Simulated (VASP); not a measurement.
# Si8O17 (a cell with a defect) in VASP: single point with PBE

Aim: the single point of Si8O17 (a cell with a defect) with PBE.

All numbers are computed with VASP 6.6.1; they aren't measurements. Logs are shortened: lines on timing, memory, paths and dates and some standing lists are left out, and cuts for length are marked.

### Step 1. The cell of the first run

The cell holds a defect, 25 atoms: a = 7.108 Å, b = 7.108 Å, c = 7.372 Å, α = 90.00°, β = 90.00°, γ = 90.00°.

### Step 2. Single point, PBE (with an interstitial atom, then relaxed in part)

Input file INCAR:

```
PREC = Accurate
ENCUT = 520
EDIFF = 1E-7
ISMEAR = 0
SIGMA = 0.01
LREAL = Auto
LASPH = T
NELM = 60
ALGO = Normal
ISIF = 2
LWAVE = F
LCHARG = F
GGA = PE
NBANDS = 85
```

Input file KPOINTS:

```
Automatic mesh
0
Gamma
  2 2 2
  0.5 0.5 0.5
```

Input file POSCAR:

```
Si8O17
1.0
   -5.0262973161      5.0262973161      0.0000000000
   -5.0262973161     -5.0262973161      0.0000000000
    0.0000000000      0.0000000000      7.3717411703
Si O
8 17
Direct
    0.0064796835      0.4979753280      0.4991172462
    0.5079661242      0.4859911077     -0.0008288004
    0.4771629756      0.9599630403      0.4967878446
    0.0040214465      0.9946712320     -0.0139467437
    0.7782701394      0.2609357163      0.2394845638
    0.2580945519      0.2350179250      0.7370381875
    0.2394885825      0.7308887512      0.2387627716
    0.7506237396      0.7408691932      0.7514484511
    0.5870814345      0.3197234516      0.1324935621
    0.0819381060      0.3263675038      0.6257146862
    0.0733239664      0.8201560667      0.1136316612
    0.5651512311      0.8075882951      0.6378084032
    0.7628697817      0.1035398454      0.4076034351
    0.1790217473      0.0599984278      0.8578365404
    0.1773750049      0.5542188761      0.3640249770
    0.6848471168      0.5689549465      0.8834629927
    0.8398284066      0.4409371886      0.3590319616
    0.3495965088      0.3967072195      0.8654466680
    0.2928297639      0.8903293270      0.3879221408
    0.8265511710      0.9202094011      0.8669911040
    0.9358906044      0.1803903761      0.0992326974
    0.4205761524      0.1539232619      0.6005774481
    0.4134110010      0.6585570362      0.1132410426
    0.9238436180      0.6678683097      0.6238830177
    0.6246122267      0.9730495175      0.3205000062
```

Potentials or basis: VASP PAW PBE potentials, release 64 (Si, O).

Command:

```
$ cat potpaw_PBE.64/Si/POTCAR potpaw_PBE.64/O/POTCAR > POTCAR
$ mpirun -np 1 vasp_std > vasp.out
```

OUTCAR:

```text
PREC = Accurate
   ENCUT = 520
   EDIFF = 1E-7
   ISMEAR = 0
   LREAL = Auto
   LASPH = T
   NELM = 60
   ISIF = 2
   GGA = PE

 ion  position               nearest neighbor table
   1  0.006  0.498  0.499-  15 1.62  17 1.62  10 1.63  24 1.63   5 3.02   7 3.03   8 3.12   6 3.13

   2  0.508  0.486  0.999-  18 1.63  16 1.63  23 1.63   9 1.64   5 3.06   8 3.10   7 3.13
   3  0.477  0.960  0.497-  19 1.61  12 1.63  22 1.63  25 1.67  13 2.37   7 3.02   6 3.06   8 3.12

   4  0.004  0.995  0.986-  20 1.63  14 1.63  11 1.63  21 1.64   8 3.08   6 3.09   5 3.11   7 3.13

   5  0.778  0.261  0.239-  17 1.61   9 1.63  21 1.63  13 1.67  25 2.40   1 3.02   2 3.06   4 3.11

   6  0.258  0.235  0.737-  18 1.62  14 1.63  10 1.63  22 1.64   3 3.06   4 3.09   1 3.13
   7  0.239  0.731  0.239-  15 1.62  19 1.62  11 1.63  23 1.63   3 3.02   1 3.03   4 3.13   2 3.13

   8  0.751  0.741  0.751-  20 1.63  16 1.63  12 1.63  24 1.63   4 3.08   2 3.10   3 3.12   1 3.12

   9  0.587  0.320  0.132-   5 1.63   2 1.64
  10  0.082  0.326  0.626-   1 1.63   6 1.63
  11  0.073  0.820  0.114-   7 1.63   4 1.63
  12  0.565  0.808  0.638-   3 1.63   8 1.63
  13  0.763  0.104  0.408-  25 1.50   5 1.67   3 2.37
  14  0.179  0.060  0.858-   4 1.63   6 1.63
  15  0.177  0.554  0.364-   7 1.62   1 1.62
  16  0.685  0.569  0.883-   2 1.63   8 1.63
  17  0.840  0.441  0.359-   5 1.61   1 1.62
  18  0.350  0.397  0.865-   6 1.62   2 1.63
  19  0.293  0.890  0.388-   3 1.61   7 1.62
  20  0.827  0.920  0.867-   8 1.63   4 1.63
  21  0.936  0.180  0.099-   5 1.63   4 1.64
  22  0.421  0.154  0.601-   3 1.63   6 1.64
  23  0.413  0.659  0.113-   7 1.63   2 1.63
  24  0.924  0.668  0.624-   1 1.63   8 1.63
  25  0.625  0.973  0.321-  13 1.50   3 1.67   5 2.40

  LATTYP: Found a simple tetragonal cell.
 ALAT       =     7.1082578329
 C/A-ratio  =     1.0370672172

  Lattice vectors:

 A1 = (  -5.0262973161,   5.0262973161,   0.0000000000)
 A2 = (  -5.0262973161,  -5.0262973161,   0.0000000000)
 A3 = (   0.0000000000,   0.0000000000,   7.3717411703)

Analysis of symmetry for initial positions (statically):
=====================================================================
 Subroutine PRICEL returns:
 Original cell was already a primitive cell.

 Routine SETGRP: Setting up the symmetry group for a
 simple tetragonal supercell.

 Subroutine GETGRP returns: Found  1 space group operations
 (whereof  1 operations were pure point group operations)
 out of a pool of 16 trial point group operations.

The static configuration has the point symmetry C_1 .

Analysis of symmetry for dynamics (positions and initial velocities):
=====================================================================
 Subroutine PRICEL returns:
 Original cell was already a primitive cell.

 Routine SETGRP: Setting up the symmetry group for a
 simple tetragonal supercell.

 Subroutine GETGRP returns: Found  1 space group operations
 (whereof  1 operations were pure point group operations)
 out of a pool of 16 trial point group operations.

The dynamic configuration has the point symmetry C_1 .

 Subroutine INISYM returns: Found  1 space group operations
 (whereof  1 operations are pure point group operations),
 and found     1 'primitive' translations

----------------------------------------------------------------------------------------

                                     Primitive cell

  volume of cell :     372.4744

  direct lattice vectors                    reciprocal lattice vectors
    -5.026297316  5.026297316  0.000000000    -0.099476805  0.099476805  0.000000000
    -5.026297316 -5.026297316  0.000000000    -0.099476805 -0.099476805  0.000000000
     0.000000000  0.000000000  7.371741170     0.000000000  0.000000000  0.135653162

  length of vectors
     7.108257833  7.108257833  7.371741170     0.140681447  0.140681447  0.135653162

  position of ions in fractional coordinates (direct lattice)
     0.006479683  0.497975328  0.499117246
     0.507966124  0.485991108  0.999171200
     0.477162976  0.959963040  0.496787845
     0.004021446  0.994671232  0.986053256
     0.778270139  0.260935716  0.239484564
     0.258094552  0.235017925  0.737038187
[... 17 lines left out ...]
     0.923843618  0.667868310  0.623883018
     0.624612227  0.973049518  0.320500006

  ion indices of the primitive-cell ions
   primitive index   ion index
                 1           1
                 2           2
                 3           3
                 4           4
                 5           5
                 6           6
[... 17 lines left out ...]
                24          24
                25          25

----------------------------------------------------------------------------------------

 KPOINTS: Automatic mesh

Automatic generation of k-mesh.
 Grid dimensions read from file:
 generate k-points for:    2    2    2

 Generating k-lattice:

  Cartesian coordinates                     Fractional coordinates (reciprocal lattice)
    -0.049738403  0.049738403  0.000000000     0.500000000  0.000000000  0.000000000
    -0.049738403 -0.049738403  0.000000000     0.000000000  0.500000000  0.000000000
     0.000000000  0.000000000  0.067826581     0.000000000  0.000000000  0.500000000

  Length of vectors
     0.070340724  0.070340724  0.067826581

  Shift w.r.t. Gamma in fractional coordinates (k-lattice)
     0.500000000  0.500000000  0.500000000

 Subroutine IBZKPT returns following result:
 ===========================================

 Found      4 irreducible k-points:

 Following reciprocal coordinates:
            Coordinates               Weight
  0.250000  0.250000  0.250000      2.000000
 -0.250000  0.250000  0.250000      2.000000
 -0.250000 -0.250000  0.250000      2.000000
  0.250000 -0.250000  0.250000      2.000000
   k-points           NKPTS =      4   k-points in BZ     NKDIM =      4   number of bands    NBANDS=     85
   number of dos      NEDOS =    301   number of ions     NIONS =     25
   total plane-waves  NPLWV = 163296
   dimension x,y,z NGX =    54 NGY =   54 NGZ =   56
   dimension x,y,z NGXF=   108 NGYF=  108 NGZF=  112
   ions per type =               8  17
   NGX,Y,Z   is equivalent  to a cutoff of  12.63, 12.63, 12.63 a.u.
   NGXF,Y,Z  is equivalent  to a cutoff of  25.26, 25.26, 25.26 a.u.
 SYSTEM =  unknown system
   PREC   = accura    normal or accurate (medium, high low for compatibility)
   ISTART =      0    job   : 0-new  1-cont  2-samecut
   ICHARG =      2    charge: 1-file 2-atom 10-const
   ISPIN  =      1    spin polarized calculation?
   LNONCOLLINEAR =      F non collinear calculations
   LSORBIT =      F    spin-orbit coupling
   LASPH  =      T    aspherical Exc in radial PAW
   ENCUT  =  520.0 eV  38.22 Ry    6.18 a.u.  13.22 13.22 13.71*2*pi/ulx,y,z
   NELM   =     60;   NELMIN=  2; NELMDL= -5     # of ELM steps
   EDIFF  = 0.1E-06   stopping-criterion for ELM
   LREAL  =      T    real-space projection
   EDIFFG = 0.1E-05   stopping-criterion for IOM
   NSW    =      0    number of steps for IOM
   IBRION =     -1    ionic relax: 0-MD 1-quasi-New 2-CG
   NFREE  =      0    steps in history (QN), initial steepest desc. (CG)
   ISIF   =      2    stress and relaxation
   ISYM   =      2    0-nonsym 1-usesym 2-fastsym
   POTIM  = 0.5000    time-step for ionic-motion
   TEBEG  =    0.0;   TEEND  =   0.0 temperature during run
   PSTRESS=    0.0 pullay stress
   NELECT =     134.0000    total number of electrons
   NUPDOWN=      -1.0000    fix difference up-down
   EMIN   =  10.00;   EMAX   =-10.00  energy-range for DOS
   EFERMI =   0.00;   METHOD = LEGACY
   ISMEAR =     0;   SIGMA  =   0.01  broadening in eV -4-tet -1-fermi 0-gaus
   EFERMI_NEDOS =   21; number of points for ismear=-14 and -15
   IALGO  =     38    algorithm
   IMIX   =      4    mixing-type and parameters
     AMIX     =   0.40;   BMIX     =  1.00
     AMIX_MAG =   1.60;   BMIX_MAG =  1.00
  volume/ion in A,a.u.               =      14.90       100.54
  Fermi-wavevector in a.u.,A,eV,Ry     =   1.164334  2.200272 18.445064  1.355674
  Thomas-Fermi vector in A             =   2.300873
   LORBIT       =      0    0 simple, 1 ext, 2 COOP (PROOUT), +10 PAW based schemes
   GGA     = PE    functional components
   LHFCALC =     F    Hartree Fock is set to
   AEXX    =    0.0000 exact exchange contribution
   IVDW    =     0    specifies the selected vdW correction
   LEPSILON=     F    determine dielectric tensor
   LRPA    =     F    only Hartree local field effects (RPA)
 non-spin polarized calculation
 Gauss-broadening in eV      SIGMA  =   0.01
  energy-cutoff  :      520.00
  volume of cell :      372.47
 maximum number of plane-waves:     10023
 NGX is ok and might be reduce to    54
   NGX = 27   NGY = 27   NGZ = 27

 number of electron     133.9999999 magnetization

 Free energy of the ion-electron system (eV)
  ---------------------------------------------------
  ext. energy  EPLUGINS =         0.00000000
  ---------------------------------------------------
  free energy    TOTEN  =      -192.60881392 eV

  energy without entropy =     -192.60881392  energy(sigma->0) =     -192.60881392

 E-fermi :   0.5605     XC(G=0):  -8.2145

 val. band max:        0.5051370329   @ k =   0.2500  -0.2500   0.2500
 cond. band min:       4.8238844251   @ k =   0.2500   0.2500   0.2500
 fundamental gap:      4.3187473921
 Fermi energy:         0.5604868012

 k-point     1 :       0.2500    0.2500    0.2500
  band No.  band energies     occupation
      1     -20.9833      2.00000
      2     -19.3795      2.00000
      3     -19.1033      2.00000
      4     -19.0420      2.00000
      5     -18.8392      2.00000
      6     -18.4157      2.00000
[... 71 lines left out ...]
     78       9.1127      0.00000
     79       9.1446      0.00000

 k-point     2 :      -0.2500    0.2500    0.2500
  band No.  band energies     occupation
      1     -20.9838      2.00000
      2     -19.3647      2.00000
      3     -19.0973      2.00000
      4     -19.0705      2.00000
      5     -18.8201      2.00000
      6     -18.4312      2.00000
[... 71 lines left out ...]
     78       9.1907      0.00000
     79       9.2050      0.00000

 k-point     3 :      -0.2500   -0.2500    0.2500
  band No.  band energies     occupation
      1     -20.9827      2.00000
      2     -19.4163      2.00000
      3     -19.0845      2.00000
      4     -19.0420      2.00000
      5     -18.7465      2.00000
      6     -18.4001      2.00000
[... 71 lines left out ...]
     78       9.0300      0.00000
     79       9.1291      0.00000

 k-point     4 :       0.2500   -0.2500    0.2500
  band No.  band energies     occupation
      1     -20.9839      2.00000
      2     -19.3633      2.00000
      3     -19.0969      2.00000
      4     -19.0741      2.00000
      5     -18.8189      2.00000
      6     -18.4299      2.00000
[... 71 lines left out ...]
     78       9.1989      0.00000
     79       9.2102      0.00000
 [bands above 79 left out]

------------------------ aborting loop because EDIFF is reached ----------------------------------------

  FORCE on cell =-STRESS in cart. coord.  units (eV):
  Direction    XX          YY          ZZ          XY          YZ          ZX
  --------------------------------------------------------------------------------------
  -------------------------------------------------------------------------------------
  Total       10.4754509     -4.3742343     -0.5089194     -0.1569418      0.2332787     -0.4016307
  in kB       45.0595536    -18.8155188     -2.1890877     -0.6750760      1.0034349     -1.7275915
  external PRESSURE =       8.0183157 kB  Pullay stress =       0.0000000 kB

 VOLUME and BASIS-vectors are now :
 -----------------------------------------------------------------------------
  energy-cutoff  :      520.00
  volume of cell :      372.47
      direct lattice vectors                 reciprocal lattice vectors
    -5.026297316  5.026297316  0.000000000    -0.099476805  0.099476805  0.000000000
    -5.026297316 -5.026297316  0.000000000    -0.099476805 -0.099476805  0.000000000
     0.000000000  0.000000000  7.371741170     0.000000000  0.000000000  0.135653162

 POSITION                                       TOTAL-FORCE (eV/Angst)
 -----------------------------------------------------------------------------------
     -2.53554     -2.47040      3.67936         0.007235     -0.007703      0.018132
     -4.99592      0.11045      7.36563         0.009666     -0.007769      0.000256
     -7.22342     -2.42670      3.66219         0.006467     -0.014927      0.040649
     -5.01973     -4.97930      7.26893         0.007435     -0.012945      0.005413
     -5.22336      2.60028      1.76542        -0.019571     -0.013468     -0.038294
     -2.47853      0.11599      5.43325        -0.003371     -0.003204     -0.008540
[... 17 lines left out ...]
     -8.00042      1.28661      4.59910         0.006739     -0.004152     -0.000623
     -8.03032     -1.75135      2.36264         0.116022      0.019233     -0.100392
 -----------------------------------------------------------------------------------
    total drift:                               -0.007730     -0.010360      0.003973

  FREE ENERGIE OF THE ION-ELECTRON SYSTEM (eV)
  ---------------------------------------------------
  free  energy   TOTEN  =      -192.6088139155 eV

  energy  without entropy=     -192.6088139155  energy(sigma->0) =     -192.60881392
```

It took 2.8 min on 1 thread of AMD EPYC 7R13 (Zen 3), shared host; peak memory 0.37 GiB.

Results:

* Free energy: -192.6088 eV
* Pressure: 0.8 GPa
* Largest force: 0.159 eV/Å
* Band gap on the k mesh: 4.32 eV

Forces on the atoms (eV/Å):
```
Si   0.007 -0.008  0.018
Si   0.010 -0.008  0.000
Si   0.006 -0.015  0.041
Si   0.007 -0.013  0.005
Si  -0.020 -0.013 -0.038
Si  -0.003 -0.003 -0.009
Si   0.008  0.007 -0.016
Si  -0.007 -0.008 -0.003
O    0.010 -0.006 -0.006
O   -0.001  0.004 -0.002
O   -0.009  0.008 -0.007
O   -0.003  0.000  0.005
O   -0.116  0.021  0.107
O   -0.004  0.007 -0.004
O   -0.008  0.004  0.000
O    0.005  0.006 -0.003
O   -0.002 -0.007  0.008
O   -0.007  0.011 -0.004
O   -0.002 -0.004  0.002
O   -0.003  0.009 -0.004
O    0.006  0.004  0.002
O   -0.002  0.002  0.006
O    0.003 -0.013  0.002
O    0.007 -0.004 -0.001
O    0.116  0.019 -0.100
```

Stress tensor (GPa, compression positive):
```
 4.51 -0.07 -0.17
-0.07 -1.88  0.10
-0.17  0.10 -0.22
```

Caveat: the cell differs from its parent crystal (with an interstitial atom, then relaxed in part).
